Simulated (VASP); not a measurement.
# Zn in VASP: settings compared

The runs below take Zn through single point, with PBEsol, PBE0.

Everything below comes from runs of VASP 6.6.1. Logs are shortened: lines on timing, memory, paths and dates and some standing lists are left out, and cuts for length are marked.

## 1. The cell of the first run

The structure is tetragonal, space group I4/mmm (No. 139). Conventional cell: a = 2.779 Å, b = 2.779 Å, c = 4.008 Å, α = 90.00°, β = 90.00°, γ = 90.00°. Zn (site symmetry 4/mmm) has 12 Zn at 2.78 to 2.81 Å within 3.7 Å.

## 2. Single point, PBEsol

Contents of INCAR:

```
PREC = Accurate
ENCUT = 500
EDIFF = 1E-6
ISMEAR = -1
SIGMA = 0.05
LREAL = False
LASPH = True
NELM = 120
ALGO = Normal
ISIF = 2
LWAVE = False
LCHARG = False
GGA = PS
NBANDS = 12
GGA_COMPAT = False
```

Contents of KPOINTS:

```
Automatic mesh
0
Gamma
  12 12 12
```

Contents of POSCAR:

```
Zn
1.0
    0.0000000000      1.9647760000      2.0040715200
    1.9647760000      0.0000000000      2.0040715200
    1.9647760000      1.9647760000      0.0000000000
Zn
1
Direct
    0.0000000000      0.0000000000      0.0000000000
```

Potentials or basis: VASP PAW PBE potentials, release 64 (Zn).

Run with:

```console
cat potpaw_PBE.64/Zn/POTCAR > POTCAR
mpirun -np 1 vasp_std > vasp.out
```

OUTCAR:

```text
PREC = Accurate
   ENCUT = 500
   EDIFF = 1E-6
   ISMEAR = -1
   LREAL = False
   LASPH = True
   NELM = 120
   ISIF = 2
   GGA = PS

 ion  position               nearest neighbor table
   1  0.000  0.000  0.000-

  LATTYP: Found a body centered tetragonal cell.
 ALAT       =     2.7786128662
 C/A-ratio  =     1.4424978336

  Lattice vectors:

 A1 = (  -1.9647760000,   0.0000000000,   2.0040715200)
 A2 = (   1.9647760000,   0.0000000000,   2.0040715200)
 A3 = (   0.0000000000,   1.9647760000,  -2.0040715200)

Analysis of symmetry for initial positions (statically):
=====================================================================
 Subroutine PRICEL returns:
 Original cell was already a primitive cell.

 Routine SETGRP: Setting up the symmetry group for a
 body centered tetragonal supercell.

 Subroutine GETGRP returns: Found 16 space group operations
 (whereof 16 operations were pure point group operations)
 out of a pool of 16 trial point group operations.

The static configuration has the point symmetry D_4h.

Analysis of symmetry for dynamics (positions and initial velocities):
=====================================================================
 Subroutine PRICEL returns:
 Original cell was already a primitive cell.

 Routine SETGRP: Setting up the symmetry group for a
 body centered tetragonal supercell.

 Subroutine GETGRP returns: Found 16 space group operations
 (whereof 16 operations were pure point group operations)
 out of a pool of 16 trial point group operations.

The dynamic configuration has the point symmetry D_4h.

 Subroutine INISYM returns: Found 16 space group operations
 (whereof 16 operations are pure point group operations),
 and found     1 'primitive' translations

----------------------------------------------------------------------------------------

                                     Primitive cell

  volume of cell :      15.4728

  direct lattice vectors                    reciprocal lattice vectors
     0.000000000  1.964776000  2.004071520    -0.254481936  0.254481936  0.249492094
     1.964776000  0.000000000  2.004071520     0.254481936 -0.254481936  0.249492094
     1.964776000  1.964776000  0.000000000     0.254481936  0.254481936 -0.249492094

  length of vectors
     2.806536547  2.806536547  2.778612866     0.437913709  0.437913709  0.437913709

  position of ions in fractional coordinates (direct lattice)
     0.000000000  0.000000000  0.000000000
[... 76 lines left out ...]
   EDIFF  = 0.1E-05   stopping-criterion for ELM
   LREAL  =      F    real-space projection
   EDIFFG = 0.1E-04   stopping-criterion for IOM
   NSW    =      0    number of steps for IOM
   IBRION =     -1    ionic relax: 0-MD 1-quasi-New 2-CG
   NFREE  =      0    steps in history (QN), initial steepest desc. (CG)
   ISIF   =      2    stress and relaxation
   ISYM   =      2    0-nonsym 1-usesym 2-fastsym
   POTIM  = 0.5000    time-step for ionic-motion
   TEBEG  =    0.0;   TEEND  =   0.0 temperature during run
   PSTRESS=    0.0 pullay stress
   NELECT =      12.0000    total number of electrons
   NUPDOWN=      -1.0000    fix difference up-down
   EMIN   =  10.00;   EMAX   =-10.00  energy-range for DOS
   EFERMI =   0.00;   METHOD = LEGACY
   ISMEAR =    -1;   SIGMA  =   0.05  broadening in eV -4-tet -1-fermi 0-gaus
   EFERMI_NEDOS =   21; number of points for ismear=-14 and -15
   IALGO  =     38    algorithm
   IMIX   =      4    mixing-type and parameters
     AMIX     =   0.40;   BMIX     =  1.00
     AMIX_MAG =   1.60;   BMIX_MAG =  1.00
  volume/ion in A,a.u.               =      15.47       104.42
  Fermi-wavevector in a.u.,A,eV,Ry     =   1.504107  2.842351 30.780987  2.262339
  Thomas-Fermi vector in A             =   2.615130
   LORBIT       =      0    0 simple, 1 ext, 2 COOP (PROOUT), +10 PAW based schemes
   GGA     = PS    functional components
   LHFCALC =     F    Hartree Fock is set to
   AEXX    =    0.0000 exact exchange contribution
   IVDW    =     0    specifies the selected vdW correction
   LEPSILON=     F    determine dielectric tensor
   LRPA    =     F    only Hartree local field effects (RPA)
 non-spin polarized calculation
  energy-cutoff  :      500.00
  volume of cell :       15.47
 maximum number of plane-waves:       403
   NGX = 11   NGY = 11   NGZ = 11

 number of electron      11.9999989 magnetization

 Free energy of the ion-electron system (eV)
  ---------------------------------------------------
  ext. energy  EPLUGINS =         0.00000000
  ---------------------------------------------------
  free energy    TOTEN  =        -1.52608016 eV

  energy without entropy =       -1.52193656  energy(sigma->0) =       -1.52400836

 E-fermi :   2.7185     XC(G=0): -11.6211

 val. band max:        2.7135221384   @ k =  -0.4167  -0.0000   0.4167
 cond. band min:       2.7518072613   @ k =  -0.4167  -0.0000   0.0833
 fundamental gap:      0.0382851229
 Fermi energy:         2.7185171824

 k-point     1 :       0.0000    0.0000    0.0000
  band No.  band energies     occupation
      1      -7.4398      2.00000
      2      -4.7985      2.00000
      3      -4.7470      2.00000
      4      -4.7470      2.00000
      5      -4.4182      2.00000
      6      -4.3737      2.00000
      7      20.7215      0.00000
      8      20.7215      0.00000
      9      20.7872      0.00000
     10      21.5441      0.00000
     11      23.5343      0.00000
     12      23.5672      0.00000
[... 331 lines left out ...]
 k-point    24 :      -0.4167    0.1667    0.0000
  band No.  band energies     occupation
      1      -5.2566      2.00000
      2      -4.8640      2.00000
      3      -4.6143      2.00000
      4      -4.4180      2.00000
      5      -4.1682      2.00000
      6       0.5794      2.00000
      7       2.2778      1.99970
      8      11.6583      0.00000
      9      15.9388      0.00000
     10      18.2716      0.00000
     11      25.1007      0.00000
     12      26.1692      0.00000

 [... further k-points ...]
[... 5 lines left out ...]
  --------------------------------------------------------------------------------------
  -------------------------------------------------------------------------------------
  Total       -0.5324878     -0.5324878     -0.6081985      0.0000000      0.0000000      0.0000000
  in kB      -55.1379894    -55.1379894    -62.9776745      0.0000000      0.0000000      0.0000000
  external PRESSURE =     -57.7512178 kB  Pullay stress =       0.0000000 kB

 VOLUME and BASIS-vectors are now :
 -----------------------------------------------------------------------------
  energy-cutoff  :      500.00
  volume of cell :       15.47
      direct lattice vectors                 reciprocal lattice vectors
     0.000000000  1.964776000  2.004071520    -0.254481936  0.254481936  0.249492094
     1.964776000  0.000000000  2.004071520     0.254481936 -0.254481936  0.249492094
     1.964776000  1.964776000  0.000000000     0.254481936  0.254481936 -0.249492094

 POSITION                                       TOTAL-FORCE (eV/Angst)
 -----------------------------------------------------------------------------------
      0.00000      0.00000      0.00000        -0.000000      0.000000      0.000000
 -----------------------------------------------------------------------------------
    total drift:                                0.000000      0.000000      0.000000

  FREE ENERGIE OF THE ION-ELECTRON SYSTEM (eV)
  ---------------------------------------------------
  free  energy   TOTEN  =        -1.5260801559 eV

  energy  without entropy=       -1.5219365572  energy(sigma->0) =       -1.52400836
```

stdout:

```text
POSCAR found type information on POSCAR Zn
 POSCAR found :  1 types and       1 ions
 scaLAPACK will be used
 -----------------------------------------------------------------------------
|                                                                             |
|                                                                             |
|     You enforced a specific xc type in the INCAR file but a different       |
|     I HOPE YOU KNOW WHAT YOU ARE DOING!                                     |
|                                                                             |
 -----------------------------------------------------------------------------

 LDA part: xc-table for (Slater+PW92), standard interpolation
 POSCAR, INCAR and KPOINTS ok, starting setup
 FFT: planning ... GRIDC
 FFT: planning ... GRID_SOFT
 FFT: planning ... GRID
 WAVECAR not read
 entering main loop
```

Run time: 16 s. Hardware: 1 thread of Intel Xeon Platinum 8488C (Sapphire Rapids), shared host; peak memory 0.14 GiB.

What came out:

```yaml
Free_energy: -1.5261 eV
Pressure: -5.8 GPa
Band_gap_on_the_k_mesh: zero (bands 6 and 7 overlap by 3.66 eV)
```

Caveat: the cell stands under tension; the PAW data sets were made with another functional, which shifts forces and pressure a little.

(Part 1 of 2 ends here.)

The gap in the log of VASP goes by the Fermi energy; the results here count the filled bands.